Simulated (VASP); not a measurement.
# PbO2 (P4_2/mnm) in VASP: notebook

The runs below take PbO2 through relaxation of cell and atoms, single point, with PBE.

All numbers are computed with VASP 6.6.1; they aren't measurements. Logs are shortened: lines on timing, memory, paths and dates and some standing lists are left out, and cuts for length are marked.

### 1 The cell of the first run

Symmetry: P4_2/mnm, No. 136, tetragonal system. The conventional cell has a = 4.958 Å, b = 4.958 Å, c = 3.388 Å, α = 90.00°, β = 90.00°, γ = 90.00°. Within 2.9 Å of Pb (site symmetry mmm) lie 6 O at 2.15 to 2.17 Å. Within 2.9 Å of O (site symmetry m2m) lie 3 Pb at 2.15 to 2.17 Å and 1 O at 2.70 Å.

### 2 Relaxation of cell and atoms, PBE

INCAR

```
SYSTEM = PbO2
PREC = Accurate ; ENCUT = 600
EDIFF = 1E-6 ; ISMEAR = 0
SIGMA = 0.1 ; LREAL = .False.
LASPH = .True. ; NELM = 60
ALGO = Normal ; ISIF = 3
LWAVE = .False. ; LCHARG = .False.
GGA = PE ; IBRION = 2
NSW = 100 ; EDIFFG = -0.05
```

KPOINTS

```
Automatic mesh
0
Gamma
  4 4 6
  0 0 0
```

POSCAR

```
PbO2
1.0
    4.9577000000      0.0000000000      0.0000000000
    0.0000000000      4.9577000000      0.0000000000
    0.0000000000      0.0000000000      3.3879000000
Pb O
2 4
Direct
    0.0000000000      0.0000000000      0.0000000000
    0.5000000000      0.5000000000      0.5000000000
    0.3072000000      0.3072000000      0.0000000000
    0.1928000000      0.8072000000      0.5000000000
    0.6928000000      0.6928000000      0.0000000000
    0.8072000000      0.1928000000      0.5000000000
```

Potentials or basis: VASP PAW PBE potentials, release 64 (Pb_d, O).

Run with:

```sh
$ cat potpaw_PBE.64/Pb_d/POTCAR potpaw_PBE.64/O/POTCAR > POTCAR
$ mpirun -np 1 vasp_std > vasp.out
```

OUTCAR:

```text
SYSTEM = PbO2
   PREC = Accurate
   ENCUT = 600
   EDIFF = 1E-6
   ISMEAR = 0
   LREAL = .False.
   LASPH = .True.
   NELM = 60
   ISIF = 3
   GGA = PE
   IBRION = 2
   NSW = 100
   EDIFFG = -0.05

 ion  position               nearest neighbor table
   1  0.000  0.000  0.000-   3 2.15   5 2.15   4 2.17   6 2.17   4 2.17   6 2.17   2 3.89   2 3.89
                             2 3.89   2 3.89   2 3.89   2 3.89   2 3.89   2 3.89
   2  0.500  0.500  0.500-   4 2.15   6 2.15   5 2.17   3 2.17   3 2.17   5 2.17   1 3.89   1 3.89
                             1 3.89   1 3.89   1 3.89   1 3.89   1 3.89   1 3.89
   3  0.307  0.307  0.000-   1 2.15   2 2.17   2 2.17
   4  0.193  0.807  0.500-   2 2.15   1 2.17   1 2.17
   5  0.693  0.693  0.000-   1 2.15   2 2.17   2 2.17
   6  0.807  0.193  0.500-   2 2.15   1 2.17   1 2.17

  LATTYP: Found a simple tetragonal cell.
 ALAT       =     4.9577000000
 C/A-ratio  =     0.6833612361

  Lattice vectors:

 A1 = (   4.9577000000,   0.0000000000,   0.0000000000)
 A2 = (   0.0000000000,   4.9577000000,   0.0000000000)
 A3 = (   0.0000000000,   0.0000000000,   3.3879000000)

Analysis of symmetry for initial positions (statically):
=====================================================================
 Subroutine PRICEL returns:
 Original cell was already a primitive cell.

 Routine SETGRP: Setting up the symmetry group for a
 simple tetragonal supercell.

 Subroutine GETGRP returns: Found 16 space group operations
 (whereof  8 operations were pure point group operations)
 out of a pool of 16 trial point group operations.

The static configuration has the point symmetry D_2h.
 The point group associated with its full space group is D_4h.

Analysis of symmetry for dynamics (positions and initial velocities):
=====================================================================
 Subroutine PRICEL returns:
 Original cell was already a primitive cell.

 Routine SETGRP: Setting up the symmetry group for a
 simple tetragonal supercell.

 Subroutine GETGRP returns: Found 16 space group operations
 (whereof  8 operations were pure point group operations)
 out of a pool of 16 trial point group operations.

The dynamic configuration has the point symmetry D_2h.
 The point group associated with its full space group is D_4h.

 Subroutine INISYM returns: Found 16 space group operations
 (whereof  8 operations are pure point group operations),
 and found     1 'primitive' translations

----------------------------------------------------------------------------------------

                                     Primitive cell

  volume of cell :      83.2705

  direct lattice vectors                    reciprocal lattice vectors
     4.957700000  0.000000000  0.000000000     0.201706436  0.000000000  0.000000000
     0.000000000  4.957700000  0.000000000     0.000000000  0.201706436  0.000000000
     0.000000000  0.000000000  3.387900000     0.000000000  0.000000000  0.295168098

  length of vectors
     4.957700000  4.957700000  3.387900000     0.201706436  0.201706436  0.295168098

  position of ions in fractional coordinates (direct lattice)
     0.000000000  0.000000000  0.000000000
     0.500000000  0.500000000  0.500000000
     0.307200000  0.307200000  0.000000000
     0.192800000  0.807200000  0.500000000
     0.692800000  0.692800000  0.000000000
     0.807200000  0.192800000  0.500000000

  ion indices of the primitive-cell ions
   primitive index   ion index
                 1           1
                 2           2
                 3           3
                 4           4
                 5           5
                 6           6

----------------------------------------------------------------------------------------

 KPOINTS: Automatic mesh

Automatic generation of k-mesh.
 Grid dimensions read from file:
 generate k-points for:    4    4    6

 Generating k-lattice:

  Cartesian coordinates                     Fractional coordinates (reciprocal lattice)
     0.050426609  0.000000000  0.000000000     0.250000000  0.000000000  0.000000000
     0.000000000  0.050426609  0.000000000     0.000000000  0.250000000  0.000000000
     0.000000000  0.000000000  0.049194683     0.000000000  0.000000000  0.166666667

  Length of vectors
     0.050426609  0.050426609  0.049194683

  Shift w.r.t. Gamma in fractional coordinates (k-lattice)
     0.000000000  0.000000000  0.000000000

 Subroutine IBZKPT returns following result:
 ===========================================

 Found     24 irreducible k-points:

 Following reciprocal coordinates:
            Coordinates               Weight
  0.000000  0.000000  0.000000      1.000000
  0.250000  0.000000  0.000000      4.000000
  0.500000  0.000000  0.000000      2.000000
  0.250000  0.250000  0.000000      4.000000
  0.500000  0.250000  0.000000      4.000000
  0.500000  0.500000  0.000000      1.000000
[... 16 lines left out ...]
  0.500000  0.250000  0.500000      4.000000
  0.500000  0.500000  0.500000      1.000000
   k-points           NKPTS =     24   k-points in BZ     NKDIM =     24   number of bands    NBANDS=     31
   number of dos      NEDOS =    301   number of ions     NIONS =      6
   total plane-waves  NPLWV =  44800
   dimension x,y,z NGX =    40 NGY =   40 NGZ =   28
   dimension x,y,z NGXF=    80 NGYF=   80 NGZF=   56
   ions per type =               2   4
   NGX,Y,Z   is equivalent  to a cutoff of  13.41, 13.41, 13.74 a.u.
   NGXF,Y,Z  is equivalent  to a cutoff of  26.83, 26.83, 27.48 a.u.
 SYSTEM =  PbO2
   PREC   = accura    normal or accurate (medium, high low for compatibility)
   ISTART =      0    job   : 0-new  1-cont  2-samecut
   ICHARG =      2    charge: 1-file 2-atom 10-const
   ISPIN  =      1    spin polarized calculation?
   LNONCOLLINEAR =      F non collinear calculations
   LSORBIT =      F    spin-orbit coupling
   LASPH  =      T    aspherical Exc in radial PAW
   ENCUT  =  600.0 eV  44.10 Ry    6.64 a.u.   9.90  9.90  6.77*2*pi/ulx,y,z
   NELM   =     60;   NELMIN=  2; NELMDL= -5     # of ELM steps
   EDIFF  = 0.1E-05   stopping-criterion for ELM
   LREAL  =      F    real-space projection
   EDIFFG = -.5E-01   stopping-criterion for IOM
   NSW    =    100    number of steps for IOM
   IBRION =      2    ionic relax: 0-MD 1-quasi-New 2-CG
   NFREE  =      1    steps in history (QN), initial steepest desc. (CG)
   ISIF   =      3    stress and relaxation
   ISYM   =      2    0-nonsym 1-usesym 2-fastsym
   POTIM  = 0.5000    time-step for ionic-motion
   TEBEG  =    0.0;   TEEND  =   0.0 temperature during run
   PSTRESS=    0.0 pullay stress
   NELECT =      52.0000    total number of electrons
   NUPDOWN=      -1.0000    fix difference up-down
   EMIN   =  10.00;   EMAX   =-10.00  energy-range for DOS
   EFERMI =   0.00;   METHOD = LEGACY
   ISMEAR =     0;   SIGMA  =   0.10  broadening in eV -4-tet -1-fermi 0-gaus
   EFERMI_NEDOS =   21; number of points for ismear=-14 and -15
   IALGO  =     38    algorithm
   IMIX   =      4    mixing-type and parameters
     AMIX     =   0.40;   BMIX     =  1.00
     AMIX_MAG =   1.60;   BMIX_MAG =  1.00
  volume/ion in A,a.u.               =      13.88        93.66
  Fermi-wavevector in a.u.,A,eV,Ry     =   1.399305  2.644302 26.640933  1.958053
  Thomas-Fermi vector in A             =   2.522377
   LORBIT       =      0    0 simple, 1 ext, 2 COOP (PROOUT), +10 PAW based schemes
   GGA     = PE    functional components
   LHFCALC =     F    Hartree Fock is set to
   AEXX    =    0.0000 exact exchange contribution
   IVDW    =     0    specifies the selected vdW correction
   LEPSILON=     F    determine dielectric tensor
   LRPA    =     F    only Hartree local field effects (RPA)
 conjugate gradient relaxation of ions
 non-spin polarized calculation
 Gauss-broadening in eV      SIGMA  =   0.10
  energy-cutoff  :      600.00
  volume of cell :       83.27
 maximum number of plane-waves:      2820
 NGX is ok and might be reduce to    40
   NGX = 19   NGY = 19   NGZ = 13

--------------------------------------- Ionic step        1  -------------------------------------------

 number of electron      52.0000013 magnetization

 Free energy of the ion-electron system (eV)
  ---------------------------------------------------
  ext. energy  EPLUGINS =         0.00000000
  ---------------------------------------------------
  free energy    TOTEN  =       -31.72535745 eV

  energy without entropy =      -31.72431807  energy(sigma->0) =      -31.72483776

------------------------ aborting loop because EDIFF is reached ----------------------------------------

  FORCE on cell =-STRESS in cart. coord.  units (eV):
  Direction    XX          YY          ZZ          XY          YZ          ZX
  --------------------------------------------------------------------------------------
  -------------------------------------------------------------------------------------
  Total        4.3735525      4.3735525      5.5487873     -0.0000000      0.0000000      0.0000000
  in kB       84.1499499     84.1499499    106.7622191     -0.0000000      0.0000000      0.0000000
  external PRESSURE =      91.6873730 kB  Pullay stress =       0.0000000 kB

 VOLUME and BASIS-vectors are now :
 -----------------------------------------------------------------------------
  energy-cutoff  :      600.00
  volume of cell :       83.27
      direct lattice vectors                 reciprocal lattice vectors
     4.957700000  0.000000000  0.000000000     0.201706436  0.000000000  0.000000000
     0.000000000  4.957700000  0.000000000     0.000000000  0.201706436  0.000000000
     0.000000000  0.000000000  3.387900000     0.000000000  0.000000000  0.295168098

 POSITION                                       TOTAL-FORCE (eV/Angst)
 -----------------------------------------------------------------------------------
      0.00000      0.00000      0.00000         0.000000     -0.000000      0.000000
      2.47885      2.47885      1.69395         0.000000     -0.000000      0.000000
      1.52301      1.52301      0.00000        -0.054080     -0.054080      0.000000
      0.95584      4.00186      1.69395         0.054080     -0.054080      0.000000
      3.43469      3.43469      0.00000         0.054080      0.054080     -0.000000
      4.00186      0.95584      1.69395        -0.054080      0.054080     -0.000000
 -----------------------------------------------------------------------------------
    total drift:                                0.000000     -0.000000     -0.000000
[... 110 lines left out ...]
 POSITION                                       TOTAL-FORCE (eV/Angst)
 -----------------------------------------------------------------------------------
      0.00000      0.00000      0.00000         0.000000      0.000000      0.000000
      2.52498      2.52498      1.73395        -0.000000      0.000000      0.000000
      1.54990      1.54990      0.00000         0.067452      0.067452     -0.000000
      0.97508      4.07488      1.73395        -0.067452      0.067452     -0.000000
      3.50006      3.50006      0.00000        -0.067452     -0.067452      0.000000
      4.07488      0.97508      1.73395         0.067452     -0.067452      0.000000
 -----------------------------------------------------------------------------------
    total drift:                               -0.000000     -0.000000     -0.000000

  FREE ENERGIE OF THE ION-ELECTRON SYSTEM (eV)
  ---------------------------------------------------
  free  energy   TOTEN  =       -31.8680065603 eV

  energy  without entropy=      -31.8668690684  energy(sigma->0) =      -31.86743781

--------------------------------------- Ionic step        5  -------------------------------------------

 number of electron      51.9999986 magnetization

 Free energy of the ion-electron system (eV)
  ---------------------------------------------------
  ext. energy  EPLUGINS =         0.00000000
  ---------------------------------------------------
  free energy    TOTEN  =       -31.87048803 eV

  energy without entropy =      -31.86935095  energy(sigma->0) =      -31.86991949

 E-fermi :   3.8085     XC(G=0): -10.3957

 val. band max:        3.7031704131   @ k =   0.0000   0.0000   0.1667
 cond. band min:       3.8641336238   @ k =   0.0000   0.0000   0.0000
 fundamental gap:      0.1609632107
 Fermi energy:         3.8085284523

 k-point     1 :       0.0000    0.0000    0.0000
  band No.  band energies     occupation
      1     -14.2149      2.00000
      2     -14.1782      2.00000
      3     -12.6139      2.00000
      4     -12.6139      2.00000
      5     -11.7457      2.00000
      6     -11.5867      2.00000
[... 23 lines left out ...]
     30       9.4811      0.00000
     31      13.3597      0.00000
[... 793 lines left out ...]
 VOLUME and BASIS-vectors are now :
 -----------------------------------------------------------------------------
  energy-cutoff  :      600.00
  volume of cell :       88.58
      direct lattice vectors                 reciprocal lattice vectors
     5.059372449 -0.000000000  0.000000000     0.197652972 -0.000000000  0.000000000
     0.000000000  5.059372449  0.000000000     0.000000000  0.197652972  0.000000000
     0.000000000  0.000000000  3.460544505     0.000000000  0.000000000  0.288971865

 POSITION                                       TOTAL-FORCE (eV/Angst)
 -----------------------------------------------------------------------------------
      0.00000      0.00000      0.00000        -0.000000      0.000000      0.000000
      2.52969      2.52969      1.73027        -0.000000      0.000000      0.000000
      1.55576      1.55576      3.46054         0.027516      0.027516     -0.000000
      0.97393      4.08545      1.73027        -0.027516      0.027516     -0.000000
      3.50361      3.50361      0.00000        -0.027516     -0.027516      0.000000
      4.08545      0.97393      1.73027         0.027516     -0.027516      0.000000
 -----------------------------------------------------------------------------------
    total drift:                                0.000000      0.000000     -0.000000

  FREE ENERGIE OF THE ION-ELECTRON SYSTEM (eV)
  ---------------------------------------------------
  free  energy   TOTEN  =       -31.8704880284 eV

  energy  without entropy=      -31.8693509470  energy(sigma->0) =      -31.86991949

 reached required accuracy - stopping structural energy minimisation
```

Wall time 2.1 min (1 thread of AMD EPYC 9R45 (Zen 5), shared host); peak memory 0.22 GiB.

What came out:

```yaml
Free_energy: -31.8705 eV
Relaxed_volume: 14.76 Å³/atom
Relaxed_cell: a = 5.059 Å, b = 5.059 Å, c = 3.461 Å, α = 90.00°, β = 90.00°, γ = 90.00°
Space_group_after_relaxing_to_0.1_Å: P4_2/mnm (No. 136)
Energy_gained_by_relaxing: 24.2 meV/atom
Ionic_steps: 5
Pressure_after_relaxing: 0.2 GPa
Largest_force_after_relaxing: 0.039 eV/Å
Band_gap_on_the_k_mesh: 0.16 eV (least direct gap 0.51 eV)
```

Forces on the atoms (eV/Å):
```
Pb   0.000  0.000  0.000
Pb   0.000  0.000  0.000
O    0.028  0.028  0.000
O   -0.028  0.028  0.000
O   -0.028 -0.028  0.000
O    0.028 -0.028  0.000
```

Stress tensor (GPa, compression positive):
```
 0.39  0.00  0.00
 0.00  0.39  0.00
 0.00  0.00 -0.26
```

Step by step:
| step | energy change (eV) | largest force (eV/Å) | pressure (GPa) | volume (Å³) |
| --- | --- | --- | --- | --- |
| 1 | 0.0000 | 0.0765 | 9.17 | 83.27 |
| 2 | -0.0533 | 0.1973 | -5.57 | 93.21 |
| 3 | -0.1427 | 0.0984 | 0.04 | 88.55 |
| 4 | -0.1426 | 0.0954 | 0.20 | 88.44 |
| 5 | -0.1451 | 0.0389 | 0.17 | 88.58 |

Final structure:
```
Pb O
1.0
     5.05937    0.00000    0.00000
     0.00000    5.05937    0.00000
     0.00000    0.00000    3.46054
Pb O
2 4
Direct
  0.00000 0.00000 0.00000
  0.50000 0.50000 0.50000
  0.30750 0.30750 0.00000
  0.19250 0.80750 0.50000
  0.69250 0.69250 0.00000
  0.80750 0.19250 0.50000
```

Caveat: spin-orbit coupling is left out, which moves the levels of the heavy elements; the relaxation stopped at a loose force limit of 0.05 eV/Å, so its end isn't a converged minimum.

(Part 1 of 2 ends here.)
